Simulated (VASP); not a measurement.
# Mg2Si (Fm-3m) in VASP: further runs

The runs below take Mg2Si through single point, with r2SCAN.

Program: VASP 6.6.1. These are calculated values, not measurements. Logs are shortened: lines on timing, memory, paths and dates and some standing lists are left out, and cuts for length are marked.

### Step 1. The cell of the first run

The structure is cubic, space group Fm-3m (No. 225). The conventional cell has a = 5.968 Å, b = 5.968 Å, c = 5.968 Å, α = 90.00°, β = 90.00°, γ = 90.00°. Within 3.4 Å of Mg (site symmetry -43m) lie 4 Si at 2.58 Å and 6 Mg at 2.98 Å. Within 3.4 Å of Si (site symmetry m-3m) lie 8 Mg at 2.58 Å.

### Step 2. Single point, r2SCAN

Contents of POSCAR:

```
Mg2Si
1.0
    2.9839872489      2.9839872489      0.0000000000
   -2.9839872489      2.9839872489      0.0000000000
    0.0000000000      2.9839872489      2.9839872489
Mg Si
2 1
Direct
    0.2500000000      0.7500000000      0.5000000000
    0.7500000000      0.2500000000      0.5000000000
    0.0000000000      0.0000000000      0.0000000000
```

Contents of INCAR.step1:

```
PREC = Accurate
ENCUT = 660
ISMEAR = 0
SIGMA = 0.01
LREAL = False
LASPH = True
NELM = 120
NBANDS = 11
GGA = PE
ALGO = Normal
EDIFF = 1E-5
LWAVE = True
LCHARG = False
GGA_COMPAT = False
```

Contents of INCAR.step2:

```
PREC = Accurate
ENCUT = 660
EDIFF = 1E-6
ISMEAR = 0
SIGMA = 0.01
LREAL = False
LASPH = True
NELM = 120
ALGO = Normal
ISIF = 2
LWAVE = False
LCHARG = False
METAGGA = R2SCAN
LMIXTAU = True
NBANDS = 11
ISTART = 1
GGA_COMPAT = False
```

Contents of KPOINTS:

```
regular mesh
0
Gamma
  6 6 6
```

Potentials or basis: VASP PAW PBE potentials, release 64 (Mg, Si).

On the command line:

```console
> cat potpaw_PBE.64/Mg/POTCAR potpaw_PBE.64/Si/POTCAR > POTCAR
> cp INCAR.step1 INCAR
> mpirun -np 1 vasp_std > vasp.out
> cp INCAR.step2 INCAR
> mpirun -np 1 vasp_std > vasp.out
```

OUTCAR:

```text
PREC = Accurate
   ENCUT = 660
   EDIFF = 1E-6
   ISMEAR = 0
   LREAL = False
   LASPH = True
   NELM = 120
   ISIF = 2
   METAGGA = R2SCAN
   ISTART = 1

 ion  position               nearest neighbor table
   1  0.250  0.750  0.500-   3 2.58   3 2.58   3 2.58   3 2.58   2 2.98   2 2.98   2 2.98   2 2.98
                             2 2.98   2 2.98
   2  0.750  0.250  0.500-   3 2.58   3 2.58   3 2.58   3 2.58   1 2.98   1 2.98   1 2.98   1 2.98
                             1 2.98   1 2.98
   3  0.000  0.000  0.000-   2 2.58   1 2.58   1 2.58   2 2.58   1 2.58   2 2.58   2 2.58   1 2.58

  LATTYP: Found a face centered cubic cell.
 ALAT       =     5.9679744978

  Lattice vectors:

 A1 = (   0.0000000000,   2.9839872489,   2.9839872489)
 A2 = (   2.9839872489,   0.0000000000,   2.9839872489)
 A3 = (   2.9839872489,   2.9839872489,   0.0000000000)

Analysis of symmetry for initial positions (statically):
=====================================================================
 Subroutine PRICEL returns:
 Original cell was already a primitive cell.

 Routine SETGRP: Setting up the symmetry group for a
 face centered cubic supercell.

 Subroutine GETGRP returns: Found 48 space group operations
 (whereof 48 operations were pure point group operations)
 out of a pool of 48 trial point group operations.

The static configuration has the point symmetry O_h .

Analysis of symmetry for dynamics (positions and initial velocities):
=====================================================================
 Subroutine PRICEL returns:
 Original cell was already a primitive cell.

 Routine SETGRP: Setting up the symmetry group for a
 face centered cubic supercell.

 Subroutine GETGRP returns: Found 48 space group operations
 (whereof 48 operations were pure point group operations)
 out of a pool of 48 trial point group operations.

The dynamic configuration has the point symmetry O_h .

 Subroutine INISYM returns: Found 48 space group operations
 (whereof 48 operations are pure point group operations),
 and found     1 'primitive' translations

----------------------------------------------------------------------------------------

                                     Primitive cell

  volume of cell :      53.1399

  direct lattice vectors                    reciprocal lattice vectors
     2.983987249  2.983987249  0.000000000     0.167561038  0.167561038 -0.167561038
    -2.983987249  2.983987249  0.000000000    -0.167561038  0.167561038 -0.167561038
     0.000000000  2.983987249  2.983987249     0.000000000  0.000000000  0.335122075

[... 86 lines left out ...]
   PSTRESS=    0.0 pullay stress
   NELECT =       8.0000    total number of electrons
   NUPDOWN=      -1.0000    fix difference up-down
   EMIN   =  10.00;   EMAX   =-10.00  energy-range for DOS
   EFERMI =   0.00;   METHOD = LEGACY
   ISMEAR =     0;   SIGMA  =   0.01  broadening in eV -4-tet -1-fermi 0-gaus
   EFERMI_NEDOS =   21; number of points for ismear=-14 and -15
   IALGO  =     38    algorithm
   IMIX   =      4    mixing-type and parameters
     AMIX     =   0.40;   BMIX     =  1.00
     AMIX_MAG =   1.60;   BMIX_MAG =  1.00
  volume/ion in A,a.u.               =      17.71       119.54
  Fermi-wavevector in a.u.,A,eV,Ry     =   0.870892  1.645748 10.319389  0.758454
  Thomas-Fermi vector in A             =   1.989922
   LORBIT       =      0    0 simple, 1 ext, 2 COOP (PROOUT), +10 PAW based schemes
   METAGGA = R2SCAN    functional components
   LHFCALC =     F    Hartree Fock is set to
   AEXX    =    0.0000 exact exchange contribution
   IVDW    =     0    specifies the selected vdW correction
   LEPSILON=     F    determine dielectric tensor
   LRPA    =     F    only Hartree local field effects (RPA)
 non-spin polarized calculation
 Gauss-broadening in eV      SIGMA  =   0.01
  energy-cutoff  :      660.00
  volume of cell :       53.14
 maximum number of plane-waves:      2085
   NGX = 17   NGY = 17   NGZ = 17

 number of electron       8.0000000 magnetization

 Free energy of the ion-electron system (eV)
  ---------------------------------------------------
  ext. energy  EPLUGINS =         0.00000000
  ---------------------------------------------------
  free energy    TOTEN  =       -17.26546442 eV

  energy without entropy =      -17.26546442  energy(sigma->0) =      -17.26546442

 E-fermi :   4.8614     XC(G=0):  -9.8683

 val. band max:        4.7699797872   @ k =   0.0000   0.0000   0.0000
 cond. band min:       4.9714012503   @ k =   0.5000   0.5000   0.0000
 fundamental gap:      0.2014214631
 Fermi energy:         4.8614494717

 k-point     1 :       0.0000    0.0000    0.0000
  band No.  band energies     occupation
      1      -5.6332      2.00000
      2       4.7700      2.00000
      3       4.7700      2.00000
      4       4.7700      2.00000
      5       7.9021      0.00000
      6       7.9021      0.00000
      7       7.9021      0.00000
      8       8.4775      0.00000
      9      10.9153      0.00000
     10      10.9153      0.00000
     11      13.6584      0.00000
[... 197 lines left out ...]
 k-point    16 :       0.5000    0.5000    0.1667
  band No.  band energies     occupation
      1      -2.9950      2.00000
      2       0.1616      2.00000
      3       1.3756      2.00000
      4       1.7526      2.00000
      5       6.8006      0.00000
      6       7.6844      0.00000
      7      10.8880      0.00000
      8      11.1471      0.00000
      9      14.6863      0.00000
     10      14.9264      0.00000
     11      15.6025      0.00000

------------------------ aborting loop because EDIFF is reached ----------------------------------------

  FORCE on cell =-STRESS in cart. coord.  units (eV):
  Direction    XX          YY          ZZ          XY          YZ          ZX
  --------------------------------------------------------------------------------------
  -------------------------------------------------------------------------------------
  Total        4.8739486      4.8739486      4.8739486      0.0000000      0.0000000      0.0000000
  in kB      146.9503562    146.9503562    146.9503562      0.0000000      0.0000000      0.0000000
  external PRESSURE =     146.9503562 kB  Pullay stress =       0.0000000 kB

 VOLUME and BASIS-vectors are now :
 -----------------------------------------------------------------------------
  energy-cutoff  :      660.00
  volume of cell :       53.14
      direct lattice vectors                 reciprocal lattice vectors
     2.983987249  2.983987249  0.000000000     0.167561038  0.167561038 -0.167561038
    -2.983987249  2.983987249  0.000000000    -0.167561038  0.167561038 -0.167561038
     0.000000000  2.983987249  2.983987249     0.000000000  0.000000000  0.335122075

 POSITION                                       TOTAL-FORCE (eV/Angst)
 -----------------------------------------------------------------------------------
     -1.49199      4.47598      1.49199        -0.000000      0.000000     -0.000000
      1.49199      4.47598      1.49199         0.000000      0.000000      0.000000
      0.00000      0.00000      0.00000        -0.000000     -0.000000      0.000000
 -----------------------------------------------------------------------------------
    total drift:                                0.000000      0.000000      0.000000

  FREE ENERGIE OF THE ION-ELECTRON SYSTEM (eV)
  ---------------------------------------------------
  free  energy   TOTEN  =       -17.2654644179 eV

  energy  without entropy=      -17.2654644179  energy(sigma->0) =      -17.26546442
```

OUTCAR.step1:

```text
PREC = Accurate
   ENCUT = 660
   ISMEAR = 0
   LREAL = False
   LASPH = True
[... 439 lines left out ...]
     -1.49199      4.47598      1.49199        -0.000000      0.000000     -0.000000
      1.49199      4.47598      1.49199         0.000000     -0.000000      0.000000
      0.00000      0.00000      0.00000        -0.000000      0.000000      0.000000
 -----------------------------------------------------------------------------------
    total drift:                                0.000000      0.000000      0.000000

  FREE ENERGIE OF THE ION-ELECTRON SYSTEM (eV)
  ---------------------------------------------------
  free  energy   TOTEN  =        -8.4428327037 eV

  energy  without entropy=       -8.4428325838  energy(sigma->0) =       -8.44283264
```

It took 28 s on 1 thread of Intel Xeon 6975P-C (Granite Rapids), shared host; peak memory 0.21 GiB.

What came out:

```yaml
Free_energy: -17.2655 eV
Pressure: 14.7 GPa
Band_gap_on_the_k_mesh: 0.20 eV (least direct gap 2.49 eV)
```

Caveat: the cell stands under pressure; semilocal functionals underestimate gaps, and a narrow one can read as zero; the PAW data sets were made with another functional, which shifts forces and pressure a little. A k mesh can miss the band edges.

### Step 3. Single point, r2SCAN

This run uses another cell than the first one, of 18.59 Å³/atom.

Contents of POSCAR:

```
Mg2Si
1.0
    3.0322380387      3.0322380387      0.0000000000
   -3.0322380387      3.0322380387      0.0000000000
    0.0000000000      3.0322380387      3.0322380387
Mg Si
2 1
Direct
    0.2500000000      0.7500000000      0.5000000000
    0.7500000000      0.2500000000      0.5000000000
    0.0000000000      0.0000000000      0.0000000000
```

Contents of INCAR.step1:

```
SYSTEM = Mg2Si
  ALGO = Normal
  EDIFF = 1E-5
  ENCUT = 660
  GGA = PE
  GGA_COMPAT = .False.
  ISMEAR = 0
  LASPH = .True.
  LCHARG = .False.
  LREAL = .False.
  LWAVE = .True.
  NBANDS = 11
  NELM = 120
  PREC = Accurate
  SIGMA = 0.01
```

Contents of INCAR.step2:

```
SYSTEM = Mg2Si
  ALGO = Normal
  EDIFF = 1E-6
  ENCUT = 660
  GGA_COMPAT = .False.
  ISIF = 2
  ISMEAR = 0
  ISTART = 1
  LASPH = .True.
  LCHARG = .False.
  LMIXTAU = .True.
  LREAL = .False.
  LWAVE = .False.
  METAGGA = R2SCAN
  NBANDS = 11
  NELM = 120
  PREC = Accurate
  SIGMA = 0.01
```

Contents of KPOINTS:

```
k-points
0
Gamma
  6 6 6
  0 0 0
```

Potentials or basis: VASP PAW PBE potentials, release 64 (Mg, Si).

On the command line:

```console
> cat potpaw_PBE.64/Mg/POTCAR potpaw_PBE.64/Si/POTCAR > POTCAR
> cp INCAR.step1 INCAR
> mpirun -np 1 vasp_std > vasp.out
> cp INCAR.step2 INCAR
> mpirun -np 1 vasp_std > vasp.out
```

It took 28 s on 1 thread of Intel Xeon 6975P-C (Granite Rapids), shared host; peak memory 0.21 GiB.

Results (log left out):

- Free energy: -17.4634 eV
- Pressure: 9.7 GPa
- Band gap on the k mesh: 0.27 eV (least direct gap 2.50 eV)

Levels at points of the mesh, in eV from the valence-band top:
| k point | band 1 | band 2 | band 3 | band 4 | band 5 | band 6 | band 7 | band 8 |
| --- | --- | --- | --- | --- | --- | --- | --- | --- |
| (0.00, 0.00, 0.00) | -10.16 | 0.00 | 0.00 | 0.00 | 3.05 | 3.05 | 3.05 | 3.38 |
| (0.50, 0.00, 0.00) | -8.41 | -5.36 | -0.78 | -0.78 | 2.30 | 2.89 | 2.89 | 6.00 |
| (0.50, 0.50, 0.00) | -7.72 | -4.91 | -2.22 | -2.22 | 0.27 | 0.96 | 9.52 | 9.52 |

Caveat: the cell stands under pressure; semilocal functionals underestimate gaps, and a narrow one can read as zero; the PAW data sets were made with another functional, which shifts forces and pressure a little. A k mesh can miss the band edges.

### Step 4. Single point, r2SCAN

This run uses another cell than the first one, of 18.59 Å³/atom.

Contents of POSCAR:

```
Mg2Si
1.0
    3.0322380386      3.0322380386      0.0000000000
   -3.0322380386      3.0322380386      0.0000000000
    0.0000000000      3.0322380386      3.0322380386
Mg Si
2 1
Direct
    0.2500000000      0.7500000000      0.5000000000
    0.7500000000      0.2500000000      0.5000000000
    0.0000000000      0.0000000000      0.0000000000
```

Contents of INCAR.step1:

```
  PREC = Accurate
  ENCUT = 660
  ISMEAR = 0
  SIGMA = 0.01
  LREAL = F
  LASPH = T
  NELM = 120
  NBANDS = 11
  GGA = PE
  ALGO = Normal
  EDIFF = 1E-5
  LWAVE = T
  LCHARG = F
  GGA_COMPAT = F
```

Contents of INCAR.step2:

```
  PREC = Accurate
  ENCUT = 660
  EDIFF = 1E-6
  ISMEAR = 0
  SIGMA = 0.01
  LREAL = F
  LASPH = T
  NELM = 120
  ALGO = Normal
  ISIF = 2
  LWAVE = F
  LCHARG = F
  METAGGA = R2SCAN
  LMIXTAU = T
  NBANDS = 11
  ISTART = 1
  GGA_COMPAT = F
```

Contents of KPOINTS:

```
regular mesh
0
Gamma
  6 6 6
```

On the command line:

```console
> cat potpaw_PBE.64/Mg/POTCAR potpaw_PBE.64/Si/POTCAR > POTCAR
> cp INCAR.step1 INCAR
> mpirun -np 1 vasp_std > vasp.out
> cp INCAR.step2 INCAR
> mpirun -np 1 vasp_std > vasp.out
```

Run time: 28 s. Hardware: 1 thread of Intel Xeon 6975P-C (Granite Rapids), shared host; peak memory 0.21 GiB.

Results (log left out):

```
Free energy            : -17.4634 eV
Pressure               : 9.7 GPa
Band gap on the k mesh : 0.27 eV (least direct gap 2.50 eV)
```

Levels at points of the mesh, in eV from the valence-band top:
```
           k point  band 2  band 3  band 4  band 5  band 6  band 7
(0.00, 0.00, 0.00)    0.00    0.00    0.00    3.05    3.05    3.05
(0.50, 0.00, 0.00)   -5.36   -0.78   -0.78    2.30    2.89    2.89
(0.50, 0.50, 0.00)   -4.91   -2.22   -2.22    0.27    0.96    9.52
```

Caveat: the cell stands under pressure; semilocal functionals underestimate gaps, and a narrow one can read as zero; the PAW data sets were made with another functional, which shifts forces and pressure a little.

### Step 5. Single point, r2SCAN

This run uses another cell than the first one, of 19.22 Å³/atom.

Contents of POSCAR:

```
Mg2Si
1.0
    3.0664425854      3.0664425854      0.0000000000
   -3.0664425854      3.0664425854      0.0000000000
    0.0000000000      3.0664425854      3.0664425854
Mg Si
2 1
Direct
    0.2500000000      0.7500000000      0.5000000000
    0.7500000000      0.2500000000      0.5000000000
    0.0000000000      0.0000000000      0.0000000000
```

Contents of INCAR.step1:

```
SYSTEM = Mg2Si
ALGO = Normal
EDIFF = 1E-5
ENCUT = 660
GGA = PE
GGA_COMPAT = .FALSE.
ISMEAR = 0
LASPH = .TRUE.
LCHARG = .FALSE.
LREAL = .FALSE.
LWAVE = .TRUE.
NBANDS = 11
NELM = 120
PREC = Accurate
SIGMA = 0.01
```

Contents of INCAR.step2:

```
SYSTEM = Mg2Si
ALGO = Normal
EDIFF = 1E-6
ENCUT = 660
GGA_COMPAT = .FALSE.
ISIF = 2
ISMEAR = 0
ISTART = 1
LASPH = .TRUE.
LCHARG = .FALSE.
LMIXTAU = .TRUE.
LREAL = .FALSE.
LWAVE = .FALSE.
METAGGA = R2SCAN
NBANDS = 11
NELM = 120
PREC = Accurate
SIGMA = 0.01
```

Contents of KPOINTS:

```
k-points
0
G
  6 6 6
  0 0 0
```

On the command line:

```console
> cat potpaw_PBE.64/Mg/POTCAR potpaw_PBE.64/Si/POTCAR > POTCAR
> cp INCAR.step1 INCAR
> mpirun -np 1 vasp_std > vasp.out
> cp INCAR.step2 INCAR
> mpirun -np 1 vasp_std > vasp.out
```

Run time: 28 s. Hardware: 1 thread of Intel Xeon 6975P-C (Granite Rapids), shared host; peak memory 0.22 GiB.

It converged, with:

* Free energy: -17.5605 eV
* Pressure: 6.7 GPa
* Band gap on the k mesh: 0.32 eV (least direct gap 2.50 eV)

Levels at points of the mesh, in eV from the valence-band top:
```csv
k point,band 1,band 2,band 3,band 4,band 5,band 6,band 7,band 8
"(0.00, 0.00, 0.00)",-10.00,0.00,0.00,0.00,2.99,2.99,2.99,3.15
"(0.50, 0.00, 0.00)",-8.31,-5.24,-0.77,-0.77,2.15,2.88,2.88,5.90
"(0.50, 0.50, 0.00)",-7.65,-4.82,-2.18,-2.18,0.32,0.91,9.30,9.30
```

Caveat: the cell stands under pressure; semilocal functionals underestimate gaps, and a narrow one can read as zero; the PAW data sets were made with another functional, which shifts forces and pressure a little. A k mesh can miss the band edges.

### Step 6. Overview

```csv
cell,gap on the mesh (eV),pressure (GPa)
"a = 4.220 Å, angles 60.0, 60.0, 90.0°, 3 atoms",0.20,14.7
"a = 4.288 Å, angles 60.0, 60.0, 90.0°, 3 atoms",0.27,9.7
"a = 4.337 Å, angles 60.0, 60.0, 90.0°, 3 atoms",0.32,6.7
```

Alike in all rows: task single point; level r2SCAN; potentials or basis VASP PAW PBE potentials, release 64 (Mg, Si); no spin polarisation; k mesh 6 × 6 × 6; cutoff (eV) 660; smearing gaussian 0.01 eV.

Caveats: the cell stands under pressure; semilocal functionals underestimate gaps, and a narrow one can read as zero; the PAW data sets were made with another functional, which shifts forces and pressure a little.

Total energies depend on the potentials used, so only differences within one code and one set of settings carry meaning.
